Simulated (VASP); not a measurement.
**Hf: density of states with PBE**

The system is Hf.

```xyz
1
Lattice="0.0000 2.2426 2.2426 2.2426 0.0000 2.2426 2.2426 2.2426 0.0000" Properties=species:S:1:pos:R:3 pbc="T T T"
Hf    0.0000    0.0000    0.0000
```

```
Program                 : VASP 6.6.1
Task                    : density of states
Functional              : PBE
Potentials or basis     : VASP PAW PBE potentials, release 64 (Hf_pv)
Cutoff                  : 520 eV
k mesh                  : 22 × 22 × 22
Occupations             : gaussian, width 0.1 eV
Spin                    : no spin polarisation
Dipole correction       : no
k mesh for the DOS      : 33 × 33 × 33
Occupations for the DOS : tetrahedron
Further INCAR settings  : ALGO = Normal; EDIFF = 1e-06; NBANDS = 11
```

```
Valence electrons inside the program's atomic spheres : Hf 8.31
```

Levels at points of the mesh, in eV from the Fermi level:
```
           k point  band 1  band 2  band 3  band 4  band 5  band 6  band 7  band 8  band 9  band 10
(0.00, 0.00, 0.00)  -30.05  -30.05  -30.05   -7.18    1.40    1.40    1.40    4.16    4.16    11.29
```

It took 94 s on 1 thread of Intel(R) Xeon(R) Platinum 8488C (Sapphire Rapids) (shared host), peak memory 0.34 GiB.

Caveat: spin-orbit coupling is left out, which moves the levels of the heavy elements.
